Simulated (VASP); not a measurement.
A run of VASP 6.6.1:

Contents of POSCAR:

```
HfO2
1.0
    3.5341392861      0.0000000000      0.0000000000
    0.0000000000      3.5341392861      0.0000000000
    0.0000000000      0.0000000000      5.1371496862
Hf O
2 4
Direct
    0.0000000000      0.0000000000      0.0000000000
    0.5000000000      0.5000000000      0.5000000000
    0.0000000000      0.5000000000      0.1972078800
    0.5000000000      0.0000000000      0.3027921200
    0.5000000000      0.0000000000      0.8027921200
    0.0000000000      0.5000000000      0.6972078800
```

File INCAR.step1:

```
ALGO     = Normal         # electronic algorithm
EDIFF    = 1E-4           # SCF threshold, eV
ENCUT    = 520            # plane-wave cutoff, eV
GGA      = PE             # functional
ISMEAR   = -1             # smearing method
LASPH    = T              # aspherical terms in the spheres
LCHARG   = F              # write CHGCAR
LREAL    = F              # projectors in reciprocal space
LWAVE    = T              # write WAVECAR
NBANDS   = 31             # bands
NELM     = 60             # most SCF steps
PREC     = Accurate       # precision mode
SIGMA    = 0.05           # smearing width, eV
```

The input INCAR.step2:

```
ALGO     = Normal         # electronic algorithm
EDIFF    = 1E-6           # SCF threshold, eV
ENCUT    = 520            # plane-wave cutoff, eV
ISIF     = 2              # what is computed and relaxed
ISMEAR   = -1             # smearing method
ISTART   = 1            
LASPH    = T              # aspherical terms in the spheres
LCHARG   = T              # write CHGCAR
LELF     = T              # ELF
LMIXTAU  = T            
LREAL    = F              # projectors in reciprocal space
LVHAR    = T            
LWAVE    = F              # write WAVECAR
METAGGA  = R2SCAN         # meta-GGA
NBANDS   = 31             # bands
NELM     = 60             # most SCF steps
PREC     = Accurate       # precision mode
SIGMA    = 0.05           # smearing width, eV
```

File KPOINTS:

```
k-points
0
Gamma
  8 8 5
```

Potentials or basis: VASP PAW PBE potentials, release 64 (Hf_pv, O).

The run is started by

```bash
$ cat potpaw_PBE.64/Hf_pv/POTCAR potpaw_PBE.64/O/POTCAR > POTCAR
$ cp INCAR.step1 INCAR
$ mpirun -np 1 vasp_std > vasp.out
$ cp INCAR.step2 INCAR
$ mpirun -np 1 vasp_std > vasp.out
```

Hardware: 1 thread of Intel(R) Xeon(R) 6975P-C (Granite Rapids) (shared host).

**Question.** Estimate the wall time of this run.

**Answer.** Run time: 2.4 min on 1 thread of Intel(R) Xeon(R) 6975P-C (Granite Rapids) (shared host), peak memory 0.23 GiB. Counts: k points 45.
